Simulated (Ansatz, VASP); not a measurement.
**Two plane-wave programs on Ge**

INCAR

```
PREC = Accurate ; ENCUT = 520
EDIFF = 1E-7 ; ISMEAR = -1
SIGMA = 0.1 ; LREAL = F
LASPH = T ; NELM = 80
ALGO = Normal ; ISIF = 2
LWAVE = F ; LCHARG = T
LELF = T ; LVHAR = T
NBANDS = 21
```

The input KPOINTS:

```
Automatic mesh
0
Gamma
  14 14 8
```

File POSCAR:

```
Ge
1.0
    2.9483182723      0.0000000000      0.0000000000
   -1.4741591362      2.5533185223      0.0000000000
    0.0000000000      0.0000000000      4.5772294577
Ge
2
Direct
    0.3333333333      0.6666666667      0.2500000000
    0.6666666667      0.3333333333      0.7500000000
```

Input for Ansatz:

```yaml
crystal:
  lattice:
    - [2.9483182723, 0.0, 0.0]
    - [-1.4741591362, 2.5533185223, 0.0]
    - [0.0, 0.0, 4.5772294577]
  atoms:
    - { symbol: Ge, position: [0.3333333333, 0.6666666667, 0.25] }
    - { symbol: Ge, position: [0.6666666667, 0.3333333333, 0.75] }
hamiltonian:
  xc: lda
  pseudopotentials:
    kind: paw
    azcp:
      Ge: "pseudopotentials/Ge.paw.azcp"
basis:
  ecutwfc: 420
  fft_grid_basis: typed
kpoints:
  mp_grid: { grid: [14, 14, 8], shift: [0, 0, 0] }
magnetization:
  spin_polarized: false
scf:
  occupations: { method: fermi_dirac, width: 0.1 }
  lower_state_search: "off"
output:
  stress: true
```

Alike in both runs: task single point; functional LDA; k mesh 14 × 14 × 8; occupations fermi-dirac, width 0.1 eV; no spin polarisation.

```csv
,VASP,Ansatz
version,VASP 6.6.1,Ansatz 0.2.0
potentials or method,"VASP PAW LDA potentials, release 64 (Ge_d), cutoff 520 eV","plane waves (420 eV) with PAW, scalar-relativistic"
valence electrons in the cell,28,28
```

Ansatz gave:

| Item | Value |
| --- | --- |
| pressure (GPa) | 3.6 |
| traceless stress, the component that is largest in VASP (GPa) | 1.78 |

What did VASP give for the same quantities?

Pressure (GPa): 3.8; traceless stress, the component that is largest in VASP (GPa): 1.78.

Ansatz warns that its potentials were made for another functional, while VASP's fit it. LDA's correlation is that of Perdew and Zunger in VASP and of Perdew and Wang (1992) in Ansatz.
